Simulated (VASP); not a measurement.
Write the native input for VASP 6.6.1 that does the following.

| Quantity | Value |
| --- | --- |
| Task | density of states |
| Functional | PBE |
| Potentials or basis | VASP PAW PBE potentials, release 64 (In_d, As) |
| Cutoff | 520 eV |
| k mesh | 12 × 12 × 12 |
| Occupations | fermi-dirac, width 0.05 eV |
| Spin | no spin polarisation |
| Dipole correction | no |
| k mesh for the DOS | 18 × 18 × 18 |
| Occupations for the DOS | tetrahedron |
| Further INCAR settings | ALGO = Normal; EDIFF = 1e-07; NBANDS = 16 |

Crystal: InAs (CsCl type).

```
CELL_PARAMETERS angstrom
3.57802 0.00000 0.00000
0.00000 3.57802 0.00000
0.00000 0.00000 3.57802
ATOMIC_POSITIONS crystal
In 0.00000 0.00000 0.00000
As 0.50000 0.50000 0.50000
```

The input as run:

POSCAR

```
InAs
1.0
    3.5780175664      0.0000000000      0.0000000000
    0.0000000000      3.5780175664      0.0000000000
    0.0000000000      0.0000000000      3.5780175664
In As
1 1
Direct
    0.0000000000      0.0000000000      0.0000000000
    0.5000000000      0.5000000000      0.5000000000
```

INCAR.step1

```
SYSTEM = InAs
PREC = Accurate ; ENCUT = 520
EDIFF = 1E-7 ; ISMEAR = -1
SIGMA = 0.05 ; LREAL = .FALSE.
LASPH = .TRUE. ; NELM = 100
ALGO = Normal ; ISIF = 2
LWAVE = .FALSE. ; LCHARG = .TRUE.
GGA = PE ; NBANDS = 16
```

KPOINTS.step1

```
regular mesh
0
G
  12 12 12
  0 0 0
```

INCAR.step2

```
SYSTEM = InAs
PREC = Accurate ; ENCUT = 520
EDIFF = 1E-7 ; ISMEAR = -5
SIGMA = 0.05 ; LREAL = .FALSE.
LASPH = .TRUE. ; NELM = 100
ALGO = Normal ; ISIF = 2
LWAVE = .FALSE. ; LCHARG = .FALSE.
GGA = PE ; LORBIT = 10
NBANDS = 16 ; NEDOS = 2001
ICHARG = 11
```

KPOINTS.step2

```
regular mesh
0
G
  18 18 18
  0 0 0
```

Potentials or basis: VASP PAW PBE potentials, release 64 (In_d, As).

Command:

```sh
$ cat potpaw_PBE.64/In_d/POTCAR potpaw_PBE.64/As/POTCAR > POTCAR
$ cp INCAR.step1 INCAR
$ cp KPOINTS.step1 KPOINTS
$ mpirun -np 1 vasp_std > vasp.out
$ cp INCAR.step2 INCAR
$ cp KPOINTS.step2 KPOINTS
$ mpirun -np 1 vasp_std > vasp.out
```

It gave:

The valence electrons inside the program's atomic spheres are In 11.29; As 2.64.

Caveat: spin-orbit coupling is left out, which moves the levels of the heavy elements.

Wall time 56 s on 1 thread of AMD EPYC 9R45 96-Core Processor (Zen 5), on a shared host, peak memory 0.25 GiB.
